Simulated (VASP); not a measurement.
# Nb (P6_3/mmc) in VASP: single point with PBE

Aim: the single point of Nb with PBE.

All numbers are computed with VASP 6.6.1; they aren't measurements. Logs are shortened: lines on timing, memory, paths and dates and some standing lists are left out, and cuts for length are marked.

## Step 1: The cell of the first run

It takes space group P6_3/mmc (No. 194, hexagonal). Conventional cell: a = 2.870 Å, b = 2.870 Å, c = 5.242 Å, α = 90.00°, β = 90.00°, γ = 120.00°. Nb (site symmetry -6m2) has 12 Nb at 2.87 to 3.10 Å within 3.8 Å.

This isn't the form of Nb at room conditions, which is bcc.

## Step 2: Single point, PBE, non-collinear spin, zero start, spin-orbit coupling

Input file INCAR:

```
SYSTEM = Nb
PREC = Accurate
ENCUT = 520
EDIFF = 1E-6
ISMEAR = -1
SIGMA = 0.1
LREAL = .FALSE.
LASPH = .TRUE.
NELM = 150
ALGO = Normal
ISIF = 2
LWAVE = .FALSE.
LCHARG = .FALSE.
MAGMOM = 0 0 0 0 0 0
LORBIT = 11
LSORBIT = .TRUE.
GGA_COMPAT = .FALSE.
LORBMOM = .TRUE.
LMAXMIX = 4
GGA = PE
NBANDS = 38
```

Input file KPOINTS:

```
Automatic mesh
0
G
  13 13 6
  0 0 0
```

Input file POSCAR:

```
Nb
1.0
    2.8701074230      0.0000000000      0.0000000000
   -1.4350537115      2.4855859399      0.0000000000
    0.0000000000      0.0000000000      5.2418368265
Nb
2
Direct
    0.3333333333      0.6666666667      0.2500000000
    0.6666666667      0.3333333333      0.7500000000
```

Potentials or basis: VASP PAW PBE potentials, release 64 (Nb_sv).

Started as:

```bash
$ cat potpaw_PBE.64/Nb_sv/POTCAR > POTCAR
$ mpirun -np 1 vasp_ncl > vasp.out
```

OUTCAR:

```text
SYSTEM = Nb
   PREC = Accurate
   ENCUT = 520
   EDIFF = 1E-6
   ISMEAR = -1
   LREAL = .FALSE.
   LASPH = .TRUE.
   NELM = 150
   ISIF = 2
   LORBIT = 11
   LSORBIT = .TRUE.
   GGA = PE

 ion  position               nearest neighbor table
   1  0.333  0.667  0.250-
   2  0.667  0.333  0.750-

  LATTYP: Found a hexagonal cell.
 ALAT       =     2.8701074230
 C/A-ratio  =     1.8263556216

  Lattice vectors:

 A1 = (   2.8701074230,   0.0000000000,   0.0000000000)
 A2 = (  -1.4350537115,   2.4855859399,   0.0000000000)
 A3 = (   0.0000000000,   0.0000000000,   5.2418368265)

Analysis of symmetry for initial positions (statically):
=====================================================================
 Subroutine PRICEL returns:
 Original cell was already a primitive cell.

 Routine SETGRP: Setting up the symmetry group for a
 hexagonal supercell.

 Subroutine GETGRP returns: Found 24 space group operations
 (whereof 12 operations were pure point group operations)
 out of a pool of 24 trial point group operations.

The static configuration has the point symmetry D_3d.
 The point group associated with its full space group is D_6h.

Analysis of symmetry for dynamics (positions and initial velocities):
=====================================================================
 Subroutine PRICEL returns:
 Original cell was already a primitive cell.

 Routine SETGRP: Setting up the symmetry group for a
 hexagonal supercell.

 Subroutine GETGRP returns: Found 24 space group operations
 (whereof 12 operations were pure point group operations)
 out of a pool of 24 trial point group operations.

The dynamic configuration has the point symmetry D_3d.
 The point group associated with its full space group is D_6h.

Analysis of structural, dynamic, and magnetic symmetry:
=====================================================================
 Subroutine PRICEL returns:
 Original cell was already a primitive cell.

 Routine SETGRP: Setting up the symmetry group for a
 hexagonal supercell.

 Subroutine GETGRP returns: Found 24 space group operations
 (whereof 12 operations were pure point group operations)
 out of a pool of 24 trial point group operations.

The overall configuration has the point symmetry D_3d.
 The point group associated with its full space group is D_6h.

 Subroutine INISYM returns: Found 24 space group operations
 (whereof 12 operations are pure point group operations),
 and found     1 'primitive' translations

----------------------------------------------------------------------------------------

                                     Primitive cell

  volume of cell :      37.3947

  direct lattice vectors                    reciprocal lattice vectors
     2.870107423  0.000000000  0.000000000     0.348419015  0.201159812  0.000000000
    -1.435053711  2.485585940  0.000000000     0.000000000  0.402319624  0.000000000
     0.000000000  0.000000000  5.241836827     0.000000000  0.000000000  0.190772821

  length of vectors
     2.870107423  2.870107423  5.241836827     0.402319624  0.402319624  0.190772821

  position of ions in fractional coordinates (direct lattice)
     0.333333333  0.666666667  0.250000000
     0.666666667  0.333333333  0.750000000

  ion indices of the primitive-cell ions
   primitive index   ion index
                 1           1
                 2           2

----------------------------------------------------------------------------------------

 KPOINTS: Automatic mesh

Automatic generation of k-mesh.
 Grid dimensions read from file:
 generate k-points for:   13   13    6

 Generating k-lattice:

  Cartesian coordinates                     Fractional coordinates (reciprocal lattice)
     0.026801463  0.015473832  0.000000000     0.076923077  0.000000000  0.000000000
[... 100 lines left out ...]
 number of electron      26.0000001 magnetization      -0.0000000     -0.0000000     -0.0000000

 number of electron      26.0000001 magnetization      -0.0000000      0.0000000      0.0000000

 Free energy of the ion-electron system (eV)
  ---------------------------------------------------
  ext. energy  EPLUGINS =         0.00000000
  ---------------------------------------------------
  free energy    TOTEN  =       -20.07216788 eV

  energy without entropy =      -19.98408444  energy(sigma->0) =      -20.02812616

 E-fermi :  11.0171     XC(G=0): -12.2917

 val. band max:       11.0159469571   @ k =   0.0000   0.0000   0.1667
 cond. band min:      11.0173758559   @ k =   0.3846   0.2308   0.1667
 fundamental gap:      0.0014288988
 Fermi energy:        11.0171372121

 k-point     1 :       0.0000    0.0000    0.0000
  band No.  band energies     occupation
      1     -43.7288      1.00000
      2     -43.7288      1.00000
      3     -43.6063      1.00000
      4     -43.6063      1.00000
      5     -20.9841      1.00000
      6     -20.9841      1.00000
[... 973 lines left out ...]
     37      15.3233      0.00000
     38      15.3235      0.00000

 [... further k-points ...]

------------------------ aborting loop because EDIFF is reached ----------------------------------------

  FORCE on cell =-STRESS in cart. coord.  units (eV):
  Direction    XX          YY          ZZ          XY          YZ          ZX
  --------------------------------------------------------------------------------------
  -------------------------------------------------------------------------------------
  Total       -0.1825811     -0.1825811     -0.0456506      0.0000000     -0.0000000      0.0000000
  in kB       -7.8226882     -7.8226882     -1.9559015      0.0000000     -0.0000000      0.0000000
  external PRESSURE =      -5.8670927 kB  Pullay stress =       0.0000000 kB

 VOLUME and BASIS-vectors are now :
 -----------------------------------------------------------------------------
  energy-cutoff  :      520.00
  volume of cell :       37.39
      direct lattice vectors                 reciprocal lattice vectors
     2.870107423  0.000000000  0.000000000     0.348419015  0.201159812  0.000000000
    -1.435053711  2.485585940  0.000000000     0.000000000  0.402319624  0.000000000
     0.000000000  0.000000000  5.241836827     0.000000000  0.000000000  0.190772821

 POSITION                                       TOTAL-FORCE (eV/Angst)
 -----------------------------------------------------------------------------------
     -0.00000      1.65706      1.31046        -0.000000     -0.000000      0.000000
      1.43505      0.82853      3.93138         0.000000      0.000000      0.000000
 -----------------------------------------------------------------------------------
    total drift:                                0.000000     -0.000000      0.000000

  FREE ENERGIE OF THE ION-ELECTRON SYSTEM (eV)
  ---------------------------------------------------
  free  energy   TOTEN  =       -20.0721678826 eV

  energy  without entropy=      -19.9840844415  energy(sigma->0) =      -20.02812616

 orbital moment (x)

 # of ion     p       d       tot
 ----------------------------------------
  1         0.000  -0.000  -0.000
  2         0.000   0.000   0.000
 ----------------------------------------
            0.000  -0.000   0.000

 orbital moment (y)

 # of ion     p       d       tot
 ----------------------------------------
  1         0.000   0.000   0.000
  2         0.000   0.000   0.000
 ----------------------------------------
            0.000   0.000   0.000

 orbital moment (z)

 # of ion     p       d       tot
 ----------------------------------------
  1         0.000  -0.000  -0.000
  2         0.000  -0.000  -0.000
 ----------------------------------------
            0.000  -0.000  -0.000

 Spin-Orbit-Coupling matrix elements

 Ion:    1  E_soc:     -0.1776023
 l=   1
     0.0000000    -0.0269194    -0.0271138
    -0.0269194     0.0000000    -0.0269194
    -0.0271138    -0.0269194     0.0000000
 l=   2
     0.0000000    -0.0004938     0.0000000    -0.0004938    -0.0022439
    -0.0004938     0.0000000    -0.0015977    -0.0004339    -0.0004938
     0.0000000    -0.0015977     0.0000000    -0.0015977     0.0000000
    -0.0004938    -0.0004339    -0.0015977     0.0000000    -0.0004938
    -0.0022439    -0.0004938     0.0000000    -0.0004938     0.0000000
 l=   3
     0.0000000     0.0000000     0.0000000     0.0000000     0.0000000     0.0000000     0.0000000
     0.0000000     0.0000000     0.0000000     0.0000000     0.0000000     0.0000000     0.0000000
     0.0000000     0.0000000     0.0000000     0.0000000     0.0000000     0.0000000     0.0000000
     0.0000000     0.0000000     0.0000000     0.0000000     0.0000000     0.0000000     0.0000000
     0.0000000     0.0000000     0.0000000     0.0000000     0.0000000     0.0000000     0.0000000
     0.0000000     0.0000000     0.0000000     0.0000000     0.0000000     0.0000000     0.0000000
     0.0000000     0.0000000     0.0000000     0.0000000     0.0000000     0.0000000     0.0000000

 Ion:    2  E_soc:     -0.1776023
 l=   1
     0.0000000    -0.0269194    -0.0271138
    -0.0269194     0.0000000    -0.0269194
    -0.0271138    -0.0269194     0.0000000
 l=   2
     0.0000000    -0.0004938     0.0000000    -0.0004938    -0.0022439
    -0.0004938     0.0000000    -0.0015977    -0.0004339    -0.0004938
     0.0000000    -0.0015977     0.0000000    -0.0015977     0.0000000
    -0.0004938    -0.0004339    -0.0015977     0.0000000    -0.0004938
    -0.0022439    -0.0004938     0.0000000    -0.0004938     0.0000000
 l=   3
     0.0000000     0.0000000     0.0000000     0.0000000     0.0000000     0.0000000     0.0000000
     0.0000000     0.0000000     0.0000000     0.0000000     0.0000000     0.0000000     0.0000000
     0.0000000     0.0000000     0.0000000     0.0000000     0.0000000     0.0000000     0.0000000
     0.0000000     0.0000000     0.0000000     0.0000000     0.0000000     0.0000000     0.0000000
     0.0000000     0.0000000     0.0000000     0.0000000     0.0000000     0.0000000     0.0000000
     0.0000000     0.0000000     0.0000000     0.0000000     0.0000000     0.0000000     0.0000000
     0.0000000     0.0000000     0.0000000     0.0000000     0.0000000     0.0000000     0.0000000

 total charge

# of ion       s       p       d       tot
------------------------------------------
    1        2.223   5.995   2.472  10.690
    2        2.223   5.995   2.472  10.690
--------------------------------------------------
tot          4.447  11.989   4.943  21.379

 magnetization (x)

# of ion       s       p       d       tot
------------------------------------------
    1        0.000   0.000   0.000   0.000
    2       -0.000   0.000   0.000  -0.000
--------------------------------------------------
tot         -0.000   0.000   0.000  -0.000

 magnetization (y)

# of ion       s       p       d       tot
------------------------------------------
    1        0.000   0.000   0.000   0.000
    2       -0.000   0.000   0.000  -0.000
--------------------------------------------------
tot         -0.000   0.000   0.000  -0.000

 magnetization (z)

# of ion       s       p       d       tot
------------------------------------------
    1        0.000   0.000   0.000   0.000
    2        0.000   0.000   0.000   0.000
--------------------------------------------------
tot          0.000   0.000   0.000   0.000
```

Wall time 3.6 min (1 thread of Intel Xeon Platinum 8259CL at 2.50GHz (Skylake/Cascade Lake), shared host); peak memory 0.34 GiB.

Results:

| Quantity | Value |
| --- | --- |
| Free energy | -20.0722 eV |
| Pressure | -0.6 GPa |
| Net moment | 0.00 μB per cell |
| Valence electrons inside the program's atomic spheres | Nb 10.69 |

Stress tensor (GPa, compression positive):
```
-0.78  0.00  0.00
 0.00 -0.78  0.00
 0.00  0.00 -0.20
```

Moments on the atoms (μB; x, y, z):
```
Nb  0.00 0.00 0.00
Nb  0.00 0.00 0.00
```
